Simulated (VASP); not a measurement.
A run of VASP 6.6.1 is set up as follows.

INCAR

```
SYSTEM = FePt
ALGO     = Normal         ! electronic algorithm
EDIFF    = 1E-7           ! SCF threshold, eV
EDIFFG   = -0.005         ! ionic threshold
ENCUT    = 600            ! plane-wave cutoff, eV
GGA      = PE             ! functional
IBRION   = 2              ! ionic algorithm
ISIF     = 3              ! what is computed and relaxed
ISMEAR   = -1             ! smearing method
ISPIN    = 2              ! spin polarisation
IVDW     = 12             ! dispersion correction
LASPH    = .True.         ! aspherical terms in the spheres
LCHARG   = .False.        ! write CHGCAR
LMAXMIX  = 4              ! l up to which the mixer works
LORBIT   = 11             ! projections on sites
LREAL    = .False.        ! projectors in reciprocal space
LWAVE    = .False.        ! write WAVECAR
MAGMOM   = 0 3            ! initial moments
NELM     = 150            ! most SCF steps
NSW      = 80             ! ionic steps
PREC     = Accurate       ! precision mode
SIGMA    = 0.05           ! smearing width, eV
```

Contents of KPOINTS:

```
k-points
0
Gamma
  10 10 7
  0 0 0
```

File POSCAR:

```
FePt
1.0
    2.7235000000      0.0000000000      0.0000000000
    0.0000000000      2.7235000000      0.0000000000
    0.0000000000      0.0000000000      3.7200000000
Pt Fe
1 1
Direct
    0.5000000000      0.5000000000      0.5000000000
    0.0000000000      0.0000000000      0.0000000000
```

Potentials or basis: VASP PAW PBE potentials, release 64 (Pt, Fe).

The run is started by

```bash
$ cat potpaw_PBE.64/Pt/POTCAR potpaw_PBE.64/Fe/POTCAR > POTCAR
$ mpirun -np 1 vasp_std > vasp.out
```

Estimate the net moment.

3.24 μB per cell.

Estimate the site moments.

Pt +0.33; Fe +2.89 μB.

What does it give for the relaxed volume?

13.57 Å³/atom.

What does it give for the relaxed cell?

a = 2.706 Å, b = 2.706 Å, c = 3.708 Å, α = 90.00°, β = 90.00°, γ = 90.00°.

Step by step:
```tsv
step	energy change (eV)	largest force (eV/Å)	pressure (GPa)	volume (Å³)
1	0.0000	0.0000	-3.49	27.59
2	0.0097	0.0000	6.68	26.41
3	-0.0050	0.0000	0.00	27.15
4	-0.0050	0.0000	0.12	27.14
5	-0.0051	0.0000	-0.20	27.17
6	-0.0051	0.0000	-0.14	27.16
7	-0.0051	0.0000	0.03	27.14
```
